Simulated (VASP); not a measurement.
# Ga2O3 (R-3c) in VASP: single point with PBEsol

Aim: the single point of Ga2O3 with PBEsol.

All numbers are computed with VASP 6.6.1; they aren't measurements. Logs are shortened: lines on timing, memory, paths and dates and some standing lists are left out, and cuts for length are marked.

## 1. The cell of the first run

Symmetry: R-3c, No. 167, trigonal system. The conventional cell has a = 5.000 Å, b = 5.000 Å, c = 13.449 Å, α = 90.00°, β = 90.00°, γ = 120.00°. Ga (site symmetry 3) has 6 O at 1.93 to 2.08 Å within 2.6 Å. O (site symmetry 2) has 4 Ga at 1.93 to 2.08 Å within 2.6 Å.

## 2. Single point, PBEsol

INCAR

```
  PREC = Accurate
  ENCUT = 520
  EDIFF = 1E-6
  ISMEAR = 0
  SIGMA = 0.02
  LREAL = False
  LASPH = True
  NELM = 80
  ALGO = Normal
  ISIF = 2
  LWAVE = False
  LCHARG = False
  GGA = PS
  NBANDS = 55
```

KPOINTS

```
regular mesh
0
Gamma
  6 6 6
```

POSCAR

```
Ga2O3
1.0
    2.5001693902      1.4434734705      4.4828774105
   -2.5001693902      1.4434734705      4.4828774105
    0.0000000000     -2.8869469409      4.4828774105
Ga O
4 6
Direct
    0.3557027802      0.3557027802      0.3557027802
    0.1442972198      0.1442972198      0.1442972198
    0.6442972198      0.6442972198      0.6442972198
    0.8557027802      0.8557027802      0.8557027802
    0.5527841072      0.9472158928      0.2500000000
    0.2500000000      0.5527841072      0.9472158928
    0.9472158928      0.2500000000      0.5527841072
    0.4472158928      0.0527841072      0.7500000000
    0.7500000000      0.4472158928      0.0527841072
    0.0527841072      0.7500000000      0.4472158928
```

Potentials or basis: VASP PAW PBE potentials, release 64 (Ga_d, O).

Launch:

```bash
> cat potpaw_PBE.64/Ga_d/POTCAR potpaw_PBE.64/O/POTCAR > POTCAR
> mpirun -np 1 vasp_std > vasp.out
```

OUTCAR:

```text
PREC = Accurate
   ENCUT = 520
   EDIFF = 1E-6
   ISMEAR = 0
   LREAL = False
   LASPH = True
   NELM = 80
   ISIF = 2
   GGA = PS

 ion  position               nearest neighbor table
   1  0.356  0.356  0.356-  10 1.93   8 1.93   9 1.93   5 2.08   6 2.08   7 2.08   2 2.84
   2  0.144  0.144  0.144-   9 1.93   8 1.93  10 1.93   5 2.08   7 2.08   6 2.08   1 2.84
   3  0.644  0.644  0.644-   7 1.93   5 1.93   6 1.93   8 2.08   9 2.08  10 2.08   4 2.84
   4  0.856  0.856  0.856-   6 1.93   5 1.93   7 1.93   8 2.08  10 2.08   9 2.08   3 2.84
   5  0.553  0.947  0.250-   3 1.93   4 1.93   1 2.08   2 2.08
   6  0.250  0.553  0.947-   4 1.93   3 1.93   1 2.08   2 2.08
   7  0.947  0.250  0.553-   3 1.93   4 1.93   2 2.08   1 2.08
   8  0.447  0.053  0.750-   1 1.93   2 1.93   3 2.08   4 2.08
   9  0.750  0.447  0.053-   2 1.93   1 1.93   3 2.08   4 2.08
  10  0.053  0.750  0.447-   1 1.93   2 1.93   4 2.08   3 2.08

  LATTYP: Found a trigonal (rhomboedric) cell.
 ALAT       =     5.3320401834
 COS(alpha) =     0.5602741108

  Lattice vectors:

 A1 = (   2.5001693902,   1.4434734705,   4.4828774105)
 A2 = (  -2.5001693902,   1.4434734705,   4.4828774105)
 A3 = (   0.0000000000,  -2.8869469409,   4.4828774105)

Analysis of symmetry for initial positions (statically):
=====================================================================
 Subroutine PRICEL returns:
 Original cell was already a primitive cell.

 Routine SETGRP: Setting up the symmetry group for a
 trigonal (rhombohedral) supercell.

 Subroutine GETGRP returns: Found 12 space group operations
 (whereof  6 operations were pure point group operations)
 out of a pool of 12 trial point group operations.

The static configuration has the point symmetry S_6 .
 The point group associated with its full space group is D_3d.

Analysis of symmetry for dynamics (positions and initial velocities):
=====================================================================
 Subroutine PRICEL returns:
 Original cell was already a primitive cell.

 Routine SETGRP: Setting up the symmetry group for a
 trigonal (rhombohedral) supercell.

 Subroutine GETGRP returns: Found 12 space group operations
 (whereof  6 operations were pure point group operations)
 out of a pool of 12 trial point group operations.

The dynamic configuration has the point symmetry S_6 .
 The point group associated with its full space group is D_3d.

[... 121 lines left out ...]
   ISYM   =      2    0-nonsym 1-usesym 2-fastsym
   POTIM  = 0.5000    time-step for ionic-motion
   TEBEG  =    0.0;   TEEND  =   0.0 temperature during run
   PSTRESS=    0.0 pullay stress
   NELECT =      88.0000    total number of electrons
   NUPDOWN=      -1.0000    fix difference up-down
   EMIN   =  10.00;   EMAX   =-10.00  energy-range for DOS
   EFERMI =   0.00;   METHOD = LEGACY
   ISMEAR =     0;   SIGMA  =   0.02  broadening in eV -4-tet -1-fermi 0-gaus
   EFERMI_NEDOS =   21; number of points for ismear=-14 and -15
   IALGO  =     38    algorithm
   IMIX   =      4    mixing-type and parameters
     AMIX     =   0.40;   BMIX     =  1.00
     AMIX_MAG =   1.60;   BMIX_MAG =  1.00
  volume/ion in A,a.u.               =       9.71        65.51
  Fermi-wavevector in a.u.,A,eV,Ry     =   1.584432  2.994142 34.156402  2.510425
  Thomas-Fermi vector in A             =   2.684051
   LORBIT       =      0    0 simple, 1 ext, 2 COOP (PROOUT), +10 PAW based schemes
   GGA     = PS    functional components
   LHFCALC =     F    Hartree Fock is set to
   AEXX    =    0.0000 exact exchange contribution
   IVDW    =     0    specifies the selected vdW correction
   LEPSILON=     F    determine dielectric tensor
   LRPA    =     F    only Hartree local field effects (RPA)
 non-spin polarized calculation
 Gauss-broadening in eV      SIGMA  =   0.02
  energy-cutoff  :      520.00
  volume of cell :       97.07
 maximum number of plane-waves:      2642
   NGX = 19   NGY = 19   NGZ = 19

 number of electron      87.9999977 magnetization

 Free energy of the ion-electron system (eV)
  ---------------------------------------------------
  ext. energy  EPLUGINS =         0.00000000
  ---------------------------------------------------
  free energy    TOTEN  =       -63.80819845 eV

  energy without entropy =      -63.80819845  energy(sigma->0) =      -63.80819845

 E-fermi :   4.4730     XC(G=0): -12.4342

 val. band max:        4.3469187516   @ k =  -0.1667   0.1667   0.0000
 cond. band min:       7.0490903368   @ k =   0.0000   0.0000   0.0000
 fundamental gap:      2.7021715852
 Fermi energy:         4.4730141834

 k-point     1 :       0.0000    0.0000    0.0000
  band No.  band energies     occupation
      1     -14.5912      2.00000
      2     -12.5448      2.00000
      3     -12.5448      2.00000
      4     -12.5266      2.00000
      5     -12.5018      2.00000
      6     -12.5018      2.00000
[... 1381 lines left out ...]
     54      16.2144      0.00000
     55      16.5379      0.00000

 [... further k-points ...]

------------------------ aborting loop because EDIFF is reached ----------------------------------------

  FORCE on cell =-STRESS in cart. coord.  units (eV):
  Direction    XX          YY          ZZ          XY          YZ          ZX
  --------------------------------------------------------------------------------------
  -------------------------------------------------------------------------------------
  Total        0.4601974      0.4601974      0.4426292     -0.0000000      0.0000000      0.0000000
  in kB        7.5957098      7.5957098      7.3057407     -0.0000000      0.0000000      0.0000000
  external PRESSURE =       7.4990534 kB  Pullay stress =       0.0000000 kB

 VOLUME and BASIS-vectors are now :
 -----------------------------------------------------------------------------
  energy-cutoff  :      520.00
  volume of cell :       97.07
      direct lattice vectors                 reciprocal lattice vectors
     2.500169390  1.443473471  4.482877411     0.199986450  0.115462231  0.074357004
    -2.500169390  1.443473471  4.482877411    -0.199986450  0.115462231  0.074357004
     0.000000000 -2.886946941  4.482877411     0.000000000 -0.230924461  0.074357004

 POSITION                                       TOTAL-FORCE (eV/Angst)
 -----------------------------------------------------------------------------------
      0.00000      0.00000      4.78372         0.000000      0.000000      0.029855
      0.00000      0.00000      1.94060         0.000000     -0.000000     -0.029855
      0.00000      0.00000      8.66492         0.000000     -0.000000     -0.029855
      0.00000      0.00000     11.50803         0.000000      0.000000      0.029855
     -0.98615      1.44347      7.84504         0.011980      0.000000     -0.000000
     -0.75701     -1.57576      7.84504        -0.005990      0.010375     -0.000000
      1.74316      0.13229      7.84504        -0.005990     -0.010375     -0.000000
      0.98615     -1.44347      5.60360        -0.011980      0.000000     -0.000000
      0.75701      1.57576      5.60360         0.005990     -0.010375     -0.000000
     -1.74316     -0.13229      5.60360         0.005990      0.010375     -0.000000
 -----------------------------------------------------------------------------------
    total drift:                               -0.000000     -0.000000     -0.000000

  FREE ENERGIE OF THE ION-ELECTRON SYSTEM (eV)
  ---------------------------------------------------
  free  energy   TOTEN  =       -63.8081984455 eV

  energy  without entropy=      -63.8081984455  energy(sigma->0) =      -63.80819845
```

OSZICAR:

```text
N       E                     dE             d eps       ncg     rms          rms(c)
DAV:   1     0.119991908848E+04    0.11999E+04   -0.39850E+04  4243   0.300E+03
DAV:   2     0.193733218415E+03   -0.10062E+04   -0.94355E+03  3592   0.820E+02
DAV:   3    -0.512315636692E+02   -0.24496E+03   -0.23715E+03  4009   0.260E+02
DAV:   4    -0.705858246315E+02   -0.19354E+02   -0.19139E+02  4482   0.795E+01
DAV:   5    -0.712650837287E+02   -0.67926E+00   -0.67793E+00  4541   0.153E+01    0.157E+01
DAV:   6    -0.638136816967E+02    0.74514E+01   -0.24101E+01  6327   0.582E+01    0.451E+00
DAV:   7    -0.638943569359E+02   -0.80675E-01   -0.25843E+00  3959   0.870E+00    0.315E+00
DAV:   8    -0.638430742809E+02    0.51283E-01   -0.47677E-01  5313   0.507E+00    0.138E+00
DAV:   9    -0.638071242873E+02    0.35950E-01   -0.16915E-01  5601   0.438E+00    0.142E-01
DAV:  10    -0.638081114242E+02   -0.98714E-03   -0.10348E-02  4402   0.883E-01    0.511E-02
DAV:  11    -0.638081943285E+02   -0.82904E-04   -0.10680E-03  4480   0.402E-01    0.309E-02
DAV:  12    -0.638081984147E+02   -0.40862E-05   -0.16828E-04  4338   0.111E-01    0.180E-02
DAV:  13    -0.638081986838E+02   -0.26915E-06   -0.29927E-05  4920   0.309E-02    0.278E-03
DAV:  14    -0.638081984455E+02    0.23830E-06   -0.14972E-06  2764   0.912E-03
   1 F= -.63808198E+02 E0= -.63808198E+02  d E =-.170956E-20
```

Run time: 3 min. Hardware: 1 thread of Intel Xeon 6975P-C, shared host; peak memory 0.31 GiB.

What came out:

```
Free energy            : -63.8082 eV
Pressure               : 0.7 GPa
Largest force          : 0.030 eV/Å
Band gap on the k mesh : 2.70 eV, indirect (least direct gap 2.96 eV)
```

Forces in eV/Å, atoms in the order of the input:
```
Ga   0.000  0.000  0.030
Ga   0.000  0.000 -0.030
Ga   0.000  0.000 -0.030
Ga   0.000  0.000  0.030
O    0.012  0.000  0.000
O   -0.006  0.010  0.000
O   -0.006 -0.010  0.000
O   -0.012  0.000  0.000
O    0.006 -0.010  0.000
O    0.006  0.010  0.000
```

Caveat: the PAW data sets were made with another functional, which shifts forces and pressure a little.
